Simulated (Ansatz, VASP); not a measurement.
# One calculation of PbO, two programs

```xyz
4
Lattice="4.0936 0.0000 0.0000 0.0000 4.0936 0.0000 0.0000 0.0000 5.1727" Properties=species:S:1:pos:R:3 pbc="T T T"
Pb    0.0000    2.0468    1.2161
Pb    2.0468    0.0000    3.9566
O     0.0000    0.0000    0.0000
O     2.0468    2.0468    0.0000
```

Change from the starting cell: strain +0.030 along x and y, +0.030 along z, atoms carried along.

Alike in both runs: task single point; functional PBEsol; k mesh 8 × 8 × 6; occupations gaussian, width 0.05 eV; no spin polarisation.

|  | VASP | Ansatz |
| --- | --- | --- |
| version | VASP 6.6.1 | Ansatz 0.2.0 |
| potentials or method | VASP PAW PBE potentials, release 64 (Pb_d, O), cutoff 520 eV | scalar-relativistic, plane waves, PAW |
| valence electrons in the cell | 40 | 40 |

|  | VASP | Ansatz | Ansatz less VASP |
| --- | --- | --- | --- |
| gap on the k mesh at the Fermi level (eV) | 1.31 | 1.30 | -0.005 |
| least direct gap on the mesh (eV) | 2.00 | 2.00 | 0.000 |
| pressure (GPa) | -5.3 | -5.4 | -0.03 |
| traceless stress, the component that is largest in VASP (GPa) | 0.63 | 0.64 | +0.012 |
| rms of the force components (eV/Å) | 0.379 | 0.392 | +0.0133 |

VASP's potentials were made for PBE, not for PBEsol. Atom by atom the forces differ by 0.013 eV/Å (rms over components).

Neither program's run includes spin-orbit coupling.
